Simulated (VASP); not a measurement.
# Ba (Pm-3m) in VASP: notebook

Ba is run at these levels: PBE; tasks: single point.

Everything below comes from runs of VASP 6.6.1. Logs are shortened: lines on timing, memory, paths and dates and some standing lists are left out, and cuts for length are marked.

### Step 1. The cell of the first run

Symmetry: Pm-3m, No. 221, cubic system. The conventional cell has a = 3.139 Å, b = 3.139 Å, c = 3.139 Å, α = 90.00°, β = 90.00°, γ = 90.00°. Within 4.1 Å of Ba (site symmetry m-3m) lie 6 Ba at 3.14 Å.

This isn't the form of Ba at room conditions, which is bcc.

### Step 2. Single point, PBE (30.93 Å³/atom)

Input file INCAR:

```
SYSTEM = Ba
  ALGO = Normal
  EDIFF = 1E-6
  ENCUT = 520
  GGA = PE
  ISIF = 2
  ISMEAR = -1
  LASPH = .TRUE.
  LCHARG = .TRUE.
  LELF = .TRUE.
  LREAL = .FALSE.
  LVHAR = .TRUE.
  LWAVE = .FALSE.
  NBANDS = 11
  NELM = 60
  PREC = Accurate
  SIGMA = 0.08
```

Input file KPOINTS:

```
k-points
0
G
  9 9 9
  0 0 0
```

Input file POSCAR:

```
Ba
1.0
    3.1390136522      0.0000000000      0.0000000000
    0.0000000000      3.1390136522      0.0000000000
    0.0000000000      0.0000000000      3.1390136522
Ba
1
Direct
    0.0000000000      0.0000000000      0.0000000000
```

Potentials or basis: VASP PAW PBE potentials, release 64 (Ba_sv).

Launch:

```bash
$ cat potpaw_PBE.64/Ba_sv/POTCAR > POTCAR
$ mpirun -np 1 vasp_std > vasp.out
```

OUTCAR:

```text
SYSTEM = Ba
   EDIFF = 1E-6
   ENCUT = 520
   GGA = PE
   ISIF = 2
   ISMEAR = -1
   LASPH = .TRUE.
   LREAL = .FALSE.
   NELM = 60
   PREC = Accurate

 ion  position               nearest neighbor table
   1  0.000  0.000  0.000-

  LATTYP: Found a simple cubic cell.
 ALAT       =     3.1390136522

  Lattice vectors:

 A1 = (   3.1390136522,   0.0000000000,   0.0000000000)
 A2 = (   0.0000000000,   3.1390136522,   0.0000000000)
 A3 = (   0.0000000000,   0.0000000000,   3.1390136522)

Analysis of symmetry for initial positions (statically):
=====================================================================
 Subroutine PRICEL returns:
 Original cell was already a primitive cell.

 Routine SETGRP: Setting up the symmetry group for a
 simple cubic supercell.

 Subroutine GETGRP returns: Found 48 space group operations
 (whereof 48 operations were pure point group operations)
 out of a pool of 48 trial point group operations.

The static configuration has the point symmetry O_h .

Analysis of symmetry for dynamics (positions and initial velocities):
=====================================================================
 Subroutine PRICEL returns:
 Original cell was already a primitive cell.

 Routine SETGRP: Setting up the symmetry group for a
 simple cubic supercell.

 Subroutine GETGRP returns: Found 48 space group operations
 (whereof 48 operations were pure point group operations)
 out of a pool of 48 trial point group operations.

The dynamic configuration has the point symmetry O_h .

 Subroutine INISYM returns: Found 48 space group operations
 (whereof 48 operations are pure point group operations),
 and found     1 'primitive' translations

----------------------------------------------------------------------------------------

                                     Primitive cell

  volume of cell :      30.9300

  direct lattice vectors                    reciprocal lattice vectors
     3.139013652  0.000000000  0.000000000     0.318571408  0.000000000  0.000000000
     0.000000000  3.139013652  0.000000000     0.000000000  0.318571408  0.000000000
     0.000000000  0.000000000  3.139013652     0.000000000  0.000000000  0.318571408

  length of vectors
     3.139013652  3.139013652  3.139013652     0.318571408  0.318571408  0.318571408

  position of ions in fractional coordinates (direct lattice)
     0.000000000  0.000000000  0.000000000

  ion indices of the primitive-cell ions
   primitive index   ion index
                 1           1

----------------------------------------------------------------------------------------

 KPOINTS: k-points

Automatic generation of k-mesh.
 Grid dimensions read from file:
 generate k-points for:    9    9    9

 Generating k-lattice:

  Cartesian coordinates                     Fractional coordinates (reciprocal lattice)
     0.035396823  0.000000000  0.000000000     0.111111111  0.000000000  0.000000000
     0.000000000  0.035396823  0.000000000     0.000000000  0.111111111  0.000000000
     0.000000000  0.000000000  0.035396823     0.000000000  0.000000000  0.111111111

  Length of vectors
     0.035396823  0.035396823  0.035396823

  Shift w.r.t. Gamma in fractional coordinates (k-lattice)
     0.000000000  0.000000000  0.000000000

 Subroutine IBZKPT returns following result:
 ===========================================

 Found     35 irreducible k-points:

 Following reciprocal coordinates:
            Coordinates               Weight
  0.000000  0.000000  0.000000      1.000000
  0.111111  0.000000  0.000000      6.000000
  0.222222  0.000000  0.000000      6.000000
  0.333333  0.000000  0.000000      6.000000
  0.444444  0.000000  0.000000      6.000000
  0.111111  0.111111  0.000000     12.000000
[... 16 lines left out ...]
  0.333333  0.333333  0.111111     24.000000
  0.444444  0.333333  0.111111     48.000000
 [... further k-points ...]
   k-points           NKPTS =     35   k-points in BZ     NKDIM =     35   number of bands    NBANDS=     11
   number of dos      NEDOS =    301   number of ions     NIONS =      1
   total plane-waves  NPLWV =  13824
   dimension x,y,z NGX =    24 NGY =   24 NGZ =   24
   dimension x,y,z NGXF=    48 NGYF=   48 NGZF=   48
   ions per type =               1
   NGX,Y,Z   is equivalent  to a cutoff of  12.71, 12.71, 12.71 a.u.
   NGXF,Y,Z  is equivalent  to a cutoff of  25.42, 25.42, 25.42 a.u.
 SYSTEM =  Ba
   PREC   = accura    normal or accurate (medium, high low for compatibility)
   ISTART =      0    job   : 0-new  1-cont  2-samecut
   ICHARG =      2    charge: 1-file 2-atom 10-const
   ISPIN  =      1    spin polarized calculation?
   LNONCOLLINEAR =      F non collinear calculations
   LSORBIT =      F    spin-orbit coupling
   LASPH  =      T    aspherical Exc in radial PAW
   ENCUT  =  520.0 eV  38.22 Ry    6.18 a.u.   5.84  5.84  5.84*2*pi/ulx,y,z
   NELM   =     60;   NELMIN=  2; NELMDL= -5     # of ELM steps
   EDIFF  = 0.1E-05   stopping-criterion for ELM
   LREAL  =      F    real-space projection
   EDIFFG = 0.1E-04   stopping-criterion for IOM
   NSW    =      0    number of steps for IOM
   IBRION =     -1    ionic relax: 0-MD 1-quasi-New 2-CG
   NFREE  =      0    steps in history (QN), initial steepest desc. (CG)
   ISIF   =      2    stress and relaxation
   ISYM   =      2    0-nonsym 1-usesym 2-fastsym
   POTIM  = 0.5000    time-step for ionic-motion
   TEBEG  =    0.0;   TEEND  =   0.0 temperature during run
   PSTRESS=    0.0 pullay stress
   NELECT =      10.0000    total number of electrons
   NUPDOWN=      -1.0000    fix difference up-down
   EMIN   =  10.00;   EMAX   =-10.00  energy-range for DOS
   EFERMI =   0.00;   METHOD = LEGACY
   ISMEAR =    -1;   SIGMA  =   0.08  broadening in eV -4-tet -1-fermi 0-gaus
   EFERMI_NEDOS =   21; number of points for ismear=-14 and -15
   IALGO  =     38    algorithm
   IMIX   =      4    mixing-type and parameters
     AMIX     =   0.40;   BMIX     =  1.00
     AMIX_MAG =   1.60;   BMIX_MAG =  1.00
  volume/ion in A,a.u.               =      30.93       208.73
  Fermi-wavevector in a.u.,A,eV,Ry     =   1.123608  2.123312 17.177297  1.262496
  Thomas-Fermi vector in A             =   2.260275
   LORBIT       =      0    0 simple, 1 ext, 2 COOP (PROOUT), +10 PAW based schemes
   GGA     = PE    functional components
   LHFCALC =     F    Hartree Fock is set to
   AEXX    =    0.0000 exact exchange contribution
   IVDW    =     0    specifies the selected vdW correction
   LEPSILON=     F    determine dielectric tensor
   LRPA    =     F    only Hartree local field effects (RPA)
 non-spin polarized calculation
  energy-cutoff  :      520.00
  volume of cell :       30.93
 maximum number of plane-waves:       855
 NGX is ok and might be reduce to    24
   NGX = 11   NGY = 11   NGZ = 11

 number of electron      10.0000001 magnetization

 Free energy of the ion-electron system (eV)
  ---------------------------------------------------
  ext. energy  EPLUGINS =         0.00000000
  ---------------------------------------------------
  free energy    TOTEN  =        -0.59084491 eV

  energy without entropy =       -0.56769548  energy(sigma->0) =       -0.57927020

 E-fermi :   4.9750     XC(G=0): -10.0660

 val. band max:        4.9065871689   @ k =   0.3333   0.2222   0.1111
 cond. band min:       5.1153377642   @ k =   0.2222   0.2222   0.1111
 fundamental gap:      0.2087505953
 Fermi energy:         4.9749803255

 k-point     1 :       0.0000    0.0000    0.0000
  band No.  band energies     occupation
      1     -24.4220      2.00000
      2      -7.4730      2.00000
      3      -7.4730      2.00000
      4      -7.4730      2.00000
      5       2.9372      2.00000
      6       4.0412      1.99998
      7       4.0412      1.99998
      8      14.2473      0.00000
      9      14.2473      0.00000
     10      14.2473      0.00000
     11      17.6087      0.00000

 k-point     2 :       0.1111    0.0000    0.0000
  band No.  band energies     occupation
      1     -24.3568      2.00000
      2      -8.0576      2.00000
      3      -7.4237      2.00000
      4      -7.4237      2.00000
      5       3.2772      2.00000
      6       4.1536      1.99993
      7       4.8126      1.76788
      8      13.0081      0.00000
      9      13.0081      0.00000
     10      14.3258      0.00000
     11      16.3309      0.00000

 k-point     3 :       0.2222    0.0000    0.0000
  band No.  band energies     occupation
      1     -24.1851      2.00000
      2      -9.2936      2.00000
      3      -7.2952      2.00000
      4      -7.2952      2.00000
      5       3.8642      2.00000
      6       4.4621      1.99672
      7       6.8356      0.00000
      8      11.1762      0.00000
      9      11.1762      0.00000
     10      14.5346      0.00000
     11      14.6235      0.00000

 k-point     4 :       0.3333    0.0000    0.0000
  band No.  band energies     occupation
      1     -23.9766      2.00000
      2     -10.4546      2.00000
      3      -7.1422      2.00000
      4      -7.1422      2.00000
      5       4.6207      1.97641
      6       4.8676      1.58559
      7       8.3416      0.00000
      8       9.7563      0.00000
      9       9.7563      0.00000
     10      14.6383      0.00000
     11      14.7927      0.00000

 k-point     5 :       0.4444    0.0000    0.0000
  band No.  band energies     occupation
      1     -23.8316      2.00000
      2     -11.1291      2.00000
      3      -7.0380      2.00000
      4      -7.0380      2.00000
      5       5.1766      0.14883
      6       5.3651      0.01512
      7       8.1506      0.00000
      8       8.9955      0.00000
      9       8.9955      0.00000
     10      13.9378      0.00000
     11      14.9755      0.00000
[... 211 lines left out ...]
 k-point    21 :       0.3333    0.2222    0.1111
  band No.  band energies     occupation
      1     -23.6813      2.00000
      2     -10.1399      2.00000
      3      -8.8039      2.00000
      4      -7.5022      2.00000
      5       4.9066      1.40319
      6       6.3119      0.00000
      7       8.4262      0.00000
      8       8.4565      0.00000
      9      10.9490      0.00000
     10      11.7680      0.00000
     11      16.3373      0.00000

 k-point    22 :       0.4444    0.2222    0.1111
  band No.  band energies     occupation
      1     -23.5386      2.00000
      2     -10.8010      2.00000
      3      -8.6670      2.00000
      4      -7.3894      2.00000
      5       4.4479      1.99725
      6       6.6575      0.00000
      7       7.5949      0.00000
      8       8.6333      0.00000
      9      11.3207      0.00000
     10      12.9135      0.00000
     11      17.3567      0.00000

 k-point    23 :       0.3333    0.3333    0.1111
  band No.  band energies     occupation
      1     -23.4780      2.00000
      2      -9.9520      2.00000
      3      -9.8875      2.00000
      4      -7.3428      2.00000
      5       3.7407      2.00000
      6       6.6522      0.00000
      7       8.7166      0.00000
      8       8.8654      0.00000
      9      11.8117      0.00000
     10      12.4603      0.00000
     11      16.4698      0.00000

 k-point    24 :       0.4444    0.3333    0.1111
  band No.  band energies     occupation
      1     -23.3370      2.00000
      2     -10.5725      2.00000
      3      -9.7666      2.00000
      4      -7.2340      2.00000
      5       3.0024      2.00000
      6       7.1001      0.00000
      7       7.9966      0.00000
      8       9.1069      0.00000
      9      12.4476      0.00000
     10      13.6811      0.00000
     11      16.5698      0.00000

 [... further k-points ...]

------------------------ aborting loop because EDIFF is reached ----------------------------------------

  FORCE on cell =-STRESS in cart. coord.  units (eV):
  Direction    XX          YY          ZZ          XY          YZ          ZX
  --------------------------------------------------------------------------------------
  -------------------------------------------------------------------------------------
  Total        3.4390297      3.4390297      3.4390297      0.0000000      0.0000000     -0.0000000
  in kB      178.1422342    178.1422342    178.1422342      0.0000000      0.0000000     -0.0000000
  external PRESSURE =     178.1422342 kB  Pullay stress =       0.0000000 kB

 VOLUME and BASIS-vectors are now :
 -----------------------------------------------------------------------------
  energy-cutoff  :      520.00
  volume of cell :       30.93
      direct lattice vectors                 reciprocal lattice vectors
     3.139013652  0.000000000  0.000000000     0.318571408  0.000000000  0.000000000
     0.000000000  3.139013652  0.000000000     0.000000000  0.318571408  0.000000000
     0.000000000  0.000000000  3.139013652     0.000000000  0.000000000  0.318571408

 POSITION                                       TOTAL-FORCE (eV/Angst)
 -----------------------------------------------------------------------------------
      0.00000      0.00000      0.00000         0.000000      0.000000      0.000000
 -----------------------------------------------------------------------------------
    total drift:                               -0.000000      0.000000      0.000000

  FREE ENERGIE OF THE ION-ELECTRON SYSTEM (eV)
  ---------------------------------------------------
  free  energy   TOTEN  =        -0.5908449107 eV

  energy  without entropy=       -0.5676954801  energy(sigma->0) =       -0.57927020
```

It took 9.1 s on 1 thread of Intel Xeon 8259CL, shared host; peak memory 0.14 GiB.

Results:

| Property | Result |
| --- | --- |
| Free energy | -0.5908 eV |
| Pressure | 17.8 GPa |
| Band gap on the k mesh | zero (bands 5 and 6 overlap by 1.99 eV) |

Levels at points of the mesh, in eV from the Fermi level:
| k point | band 1 | band 2 | band 3 | band 4 | band 5 | band 6 | band 7 | band 8 | band 9 | band 10 |
| --- | --- | --- | --- | --- | --- | --- | --- | --- | --- | --- |
| (0.00, 0.00, 0.00) | -29.40 | -12.45 | -12.45 | -12.45 | -2.04 | -0.93 | -0.93 | 9.27 | 9.27 | 9.27 |

Caveat: the cell stands under pressure; spin-orbit coupling is left out, which moves the levels of the heavy elements.

### Step 3. Single point, PBE (30.93 Å³/atom)

Input file INCAR:

```
  PREC = Accurate
  ENCUT = 520
  EDIFF = 1E-6
  ISMEAR = -1
  SIGMA = 0.08
  LREAL = F
  LASPH = T
  NELM = 80
  ALGO = Normal
  ISIF = 2
  LWAVE = F
  LCHARG = F
  GGA = PE
  NBANDS = 11
```

Input file KPOINTS:

```
regular mesh
0
Gamma
  9 9 9
```

POSCAR is that of step 2.

Potentials or basis: VASP PAW PBE potentials, release 64 (Ba_sv).

Launch:

```bash
$ cat potpaw_PBE.64/Ba_sv/POTCAR > POTCAR
$ mpirun -np 1 vasp_std > vasp.out
```

Wall time 8.5 s (1 thread of Intel Xeon 8259CL, shared host); peak memory 0.14 GiB.

It converged, with:

```yaml
Free_energy: -0.5908 eV
Pressure: 17.8 GPa
Band_gap_on_the_k_mesh: zero (bands 5 and 6 overlap by 1.99 eV)
```

Levels at points of the mesh, in eV from the Fermi level:
| k point | band 3 | band 4 | band 5 | band 6 | band 7 | band 8 |
| --- | --- | --- | --- | --- | --- | --- |
| (0.00, 0.00, 0.00) | -12.45 | -12.45 | -2.04 | -0.93 | -0.93 | 9.27 |

Caveat: the cell stands under pressure; spin-orbit coupling is left out, which moves the levels of the heavy elements.

The gap in the log of VASP goes by the Fermi energy; the results here count the filled bands.